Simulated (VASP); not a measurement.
# WSe2 (P6_3/mmc) in VASP: single point with r2SCAN

Aim: the single point of WSe2 with r2SCAN.

All numbers are computed with VASP 6.6.1; they aren't measurements. Logs are shortened: lines on timing, memory, paths and dates and some standing lists are left out, and cuts for length are marked.

### 1 The cell of the first run

The structure is hexagonal, space group P6_3/mmc (No. 194). The conventional cell has a = 3.315 Å, b = 3.315 Å, c = 13.714 Å, α = 90.00°, β = 90.00°, γ = 120.00°. W (site symmetry -6m2) has 6 Se at 2.53 Å within 3.3 Å. Within 3.3 Å of Se (site symmetry 3m) lie 3 W at 2.53 Å.

### 2 Single point, r2SCAN

POSCAR

```
WSe2
1.0
    3.3152446986      0.0000000000      0.0000000000
   -1.6576223493      2.8710861288      0.0000000000
    0.0000000000      0.0000000000     13.7138032928
W Se
2 4
Direct
    0.3333333333      0.6666666667      0.2500000000
    0.6666666667      0.3333333333      0.7500000000
    0.3333333333      0.6666666667      0.6288435423
    0.6666666667      0.3333333333      0.1288435423
    0.3333333333      0.6666666667      0.8711564577
    0.6666666667      0.3333333333      0.3711564577
```

INCAR.step1

```
ALGO     = Normal         # electronic algorithm
EDIFF    = 1E-4           # SCF threshold, eV
ENCUT    = 520            # plane-wave cutoff, eV
GGA      = PE             # functional
ISMEAR   = -1             # smearing method
LASPH    = True           # aspherical terms in the spheres
LCHARG   = False          # write CHGCAR
LREAL    = False          # projectors in reciprocal space
LWAVE    = True           # write WAVECAR
NBANDS   = 35             # bands
NELM     = 100            # most SCF steps
PREC     = Accurate       # precision mode
SIGMA    = 0.1            # smearing width, eV
```

INCAR.step2

```
ALGO     = Normal         # electronic algorithm
EDIFF    = 1E-7           # SCF threshold, eV
ENCUT    = 520            # plane-wave cutoff, eV
ISIF     = 2              # what is computed and relaxed
ISMEAR   = -1             # smearing method
ISTART   = 1            
LASPH    = True           # aspherical terms in the spheres
LCHARG   = False          # write CHGCAR
LMIXTAU  = True         
LREAL    = False          # projectors in reciprocal space
LWAVE    = False          # write WAVECAR
METAGGA  = R2SCAN         # meta-GGA
NBANDS   = 35             # bands
NELM     = 100            # most SCF steps
PREC     = Accurate       # precision mode
SIGMA    = 0.1            # smearing width, eV
```

KPOINTS

```
k-points
0
Gamma
  10 10 2
```

Potentials or basis: VASP PAW PBE potentials, release 64 (W_sv, Se).

The run is started by

```sh
cat potpaw_PBE.64/W_sv/POTCAR potpaw_PBE.64/Se/POTCAR > POTCAR
cp INCAR.step1 INCAR
mpirun -np 1 vasp_std > vasp.out
cp INCAR.step2 INCAR
mpirun -np 1 vasp_std > vasp.out
```

OUTCAR:

```text
EDIFF = 1E-7
   ENCUT = 520
   ISIF = 2
   ISMEAR = -1
   ISTART = 1
   LASPH = True
   LREAL = False
   METAGGA = R2SCAN
   NELM = 100
   PREC = Accurate

 ion  position               nearest neighbor table
   1  0.333  0.667  0.250-   4 2.53   6 2.53   4 2.53   6 2.53   4 2.53   6 2.53
   2  0.667  0.333  0.750-   3 2.53   5 2.53   3 2.53   5 2.53   3 2.53   5 2.53
   3  0.333  0.667  0.629-   2 2.53   2 2.53   2 2.53
   4  0.667  0.333  0.129-   1 2.53   1 2.53   1 2.53
   5  0.333  0.667  0.871-   2 2.53   2 2.53   2 2.53
   6  0.667  0.333  0.371-   1 2.53   1 2.53   1 2.53

  LATTYP: Found a hexagonal cell.
 ALAT       =     3.3152446986
 C/A-ratio  =     4.1365885597

  Lattice vectors:

 A1 = (   3.3152446986,   0.0000000000,   0.0000000000)
 A2 = (  -1.6576223493,   2.8710861288,   0.0000000000)
 A3 = (   0.0000000000,   0.0000000000,  13.7138032928)

Analysis of symmetry for initial positions (statically):
=====================================================================
 Subroutine PRICEL returns:
 Original cell was already a primitive cell.

 Routine SETGRP: Setting up the symmetry group for a
 hexagonal supercell.

 Subroutine GETGRP returns: Found 24 space group operations
 (whereof 12 operations were pure point group operations)
 out of a pool of 24 trial point group operations.

The static configuration has the point symmetry D_3d.
 The point group associated with its full space group is D_6h.

Analysis of symmetry for dynamics (positions and initial velocities):
=====================================================================
 Subroutine PRICEL returns:
 Original cell was already a primitive cell.

 Routine SETGRP: Setting up the symmetry group for a
 hexagonal supercell.

 Subroutine GETGRP returns: Found 24 space group operations
 (whereof 12 operations were pure point group operations)
 out of a pool of 24 trial point group operations.

The dynamic configuration has the point symmetry D_3d.
 The point group associated with its full space group is D_6h.

 Subroutine INISYM returns: Found 24 space group operations
 (whereof 12 operations are pure point group operations),
 and found     1 'primitive' translations

----------------------------------------------------------------------------------------

                                     Primitive cell

  volume of cell :     130.5328
[... 92 lines left out ...]
   LNONCOLLINEAR =      F non collinear calculations
   LSORBIT =      F    spin-orbit coupling
   LASPH  =      T    aspherical Exc in radial PAW
   ENCUT  =  520.0 eV  38.22 Ry    6.18 a.u.   6.16  6.16 25.50*2*pi/ulx,y,z
   NELM   =    100;   NELMIN=  2; NELMDL=  0     # of ELM steps
   EDIFF  = 0.1E-06   stopping-criterion for ELM
   LREAL  =      F    real-space projection
   EDIFFG = 0.1E-05   stopping-criterion for IOM
   NSW    =      0    number of steps for IOM
   IBRION =     -1    ionic relax: 0-MD 1-quasi-New 2-CG
   NFREE  =      0    steps in history (QN), initial steepest desc. (CG)
   ISIF   =      2    stress and relaxation
   ISYM   =      2    0-nonsym 1-usesym 2-fastsym
   POTIM  = 0.5000    time-step for ionic-motion
   TEBEG  =    0.0;   TEEND  =   0.0 temperature during run
   PSTRESS=    0.0 pullay stress
   NELECT =      52.0000    total number of electrons
   NUPDOWN=      -1.0000    fix difference up-down
   EMIN   =  10.00;   EMAX   =-10.00  energy-range for DOS
   EFERMI =   0.00;   METHOD = LEGACY
   ISMEAR =    -1;   SIGMA  =   0.10  broadening in eV -4-tet -1-fermi 0-gaus
   EFERMI_NEDOS =   21; number of points for ismear=-14 and -15
   IALGO  =     38    algorithm
   IMIX   =      4    mixing-type and parameters
     AMIX     =   0.40;   BMIX     =  1.00
     AMIX_MAG =   1.60;   BMIX_MAG =  1.00
  volume/ion in A,a.u.               =      21.76       146.81
  Fermi-wavevector in a.u.,A,eV,Ry     =   1.204581  2.276328 19.742265  1.451016
  Thomas-Fermi vector in A             =   2.340302
   LORBIT       =      0    0 simple, 1 ext, 2 COOP (PROOUT), +10 PAW based schemes
   METAGGA = R2SCAN    functional components
   LHFCALC =     F    Hartree Fock is set to
   AEXX    =    0.0000 exact exchange contribution
   IVDW    =     0    specifies the selected vdW correction
   LEPSILON=     F    determine dielectric tensor
   LRPA    =     F    only Hartree local field effects (RPA)
 non-spin polarized calculation
  energy-cutoff  :      520.00
  volume of cell :      130.53
 maximum number of plane-waves:      3544
 NGX is ok and might be reduce to    28
   NGX = 13   NGY = 13   NGZ = 51

 number of electron      51.9999998 magnetization

 Free energy of the ion-electron system (eV)
  ---------------------------------------------------
  ext. energy  EPLUGINS =         0.00000000
  ---------------------------------------------------
  free energy    TOTEN  =      -163.59349950 eV

  energy without entropy =     -163.59335442  energy(sigma->0) =     -163.59342696

 E-fermi :   5.8119     XC(G=0): -10.9037

 val. band max:        5.2092065457   @ k =   0.0000   0.0000   0.0000
 cond. band min:       6.5836108988   @ k =   0.2000   0.2000   0.0000
 fundamental gap:      1.3744043531
 Fermi energy:         5.8119095380

 k-point     1 :       0.0000    0.0000    0.0000
  band No.  band energies     occupation
      1     -71.0183      2.00000
      2     -71.0183      2.00000
      3     -34.5962      2.00000
      4     -34.5962      2.00000
      5     -34.4941      2.00000
      6     -34.4941      2.00000
[... 901 lines left out ...]
     34       9.3592      0.00000
     35      10.3732      0.00000

 [... further k-points ...]
[... 5 lines left out ...]
  --------------------------------------------------------------------------------------
  -------------------------------------------------------------------------------------
  Total        0.2353148      0.2353148      0.2880739      0.0000000      0.0000000     -0.0000000
  in kB        2.8882850      2.8882850      3.5358574      0.0000000      0.0000000     -0.0000000
  external PRESSURE =       3.1041425 kB  Pullay stress =       0.0000000 kB

 VOLUME and BASIS-vectors are now :
 -----------------------------------------------------------------------------
  energy-cutoff  :      520.00
  volume of cell :      130.53
      direct lattice vectors                 reciprocal lattice vectors
     3.315244699  0.000000000  0.000000000     0.301636860  0.174150122  0.000000000
    -1.657622349  2.871086129  0.000000000     0.000000000  0.348300244  0.000000000
     0.000000000  0.000000000 13.713803293     0.000000000  0.000000000  0.072919232

 POSITION                                       TOTAL-FORCE (eV/Angst)
 -----------------------------------------------------------------------------------
     -0.00000      1.91406      3.42845         0.000000     -0.000000      0.000000
      1.65762      0.95703     10.28535         0.000000      0.000000      0.000000
     -0.00000      1.91406      8.62384        -0.000000      0.000000     -0.044668
      1.65762      0.95703      1.76693         0.000000     -0.000000     -0.044668
     -0.00000      1.91406     11.94687        -0.000000      0.000000      0.044668
      1.65762      0.95703      5.08997        -0.000000      0.000000      0.044668
 -----------------------------------------------------------------------------------
    total drift:                                0.000000     -0.000000      0.000000

  FREE ENERGIE OF THE ION-ELECTRON SYSTEM (eV)
  ---------------------------------------------------
  free  energy   TOTEN  =      -163.5934994965 eV

  energy  without entropy=     -163.5933544200  energy(sigma->0) =     -163.59342696
```

OSZICAR.step1:

```text
N       E                     dE             d eps       ncg     rms          rms(c)
DAV:   1     0.497764152237E+03    0.49776E+03   -0.27661E+04  2176   0.143E+03
DAV:   2    -0.134719586919E+02   -0.51124E+03   -0.49334E+03  2278   0.385E+02
DAV:   3    -0.444479332254E+02   -0.30976E+02   -0.30465E+02  2421   0.893E+01
DAV:   4    -0.451724896786E+02   -0.72456E+00   -0.72040E+00  2351   0.138E+01
DAV:   5    -0.451833390538E+02   -0.10849E-01   -0.10838E-01  2372   0.183E+00    0.294E+01
DAV:   6    -0.436112619947E+02    0.15721E+01   -0.62378E+00  2190   0.163E+01    0.103E+01
DAV:   7    -0.433802722698E+02    0.23099E+00   -0.26196E+00  2062   0.797E+00    0.559E+00
DAV:   8    -0.432167020946E+02    0.16357E+00   -0.34899E-01  2175   0.410E+00    0.122E+00
DAV:   9    -0.432193685027E+02   -0.26664E-02   -0.56644E-02  2306   0.114E+00    0.851E-01
DAV:  10    -0.432182158821E+02    0.11526E-02   -0.12315E-02  2162   0.747E-01    0.142E-01
DAV:  11    -0.432182114896E+02    0.43925E-05   -0.15784E-03  2196   0.255E-01    0.159E-01
DAV:  12    -0.432181861686E+02    0.25321E-04   -0.59099E-05  1284   0.489E-02
   1 F= -.43218186E+02 E0= -.43218053E+02  d E =-.265439E-03
```

Run time: 6.8 min. Hardware: 1 thread of Intel Xeon Platinum 8488C (Sapphire Rapids), shared host; peak memory 0.36 GiB.

Results:

| Quantity | Value |
| --- | --- |
| Free energy | -163.5935 eV |
| Pressure | 0.3 GPa |
| Largest force | 0.045 eV/Å |
| Band gap on the k mesh | 1.37 eV, indirect (least direct gap 1.88 eV) |

Forces on the atoms (eV/Å):
```
W    0.000  0.000  0.000
W    0.000  0.000  0.000
Se   0.000  0.000 -0.045
Se   0.000  0.000 -0.045
Se   0.000  0.000  0.045
Se   0.000  0.000  0.045
```

Caveat: the PAW data sets were made with another functional, which shifts forces and pressure a little; spin-orbit coupling is left out, which moves the levels of the heavy elements.
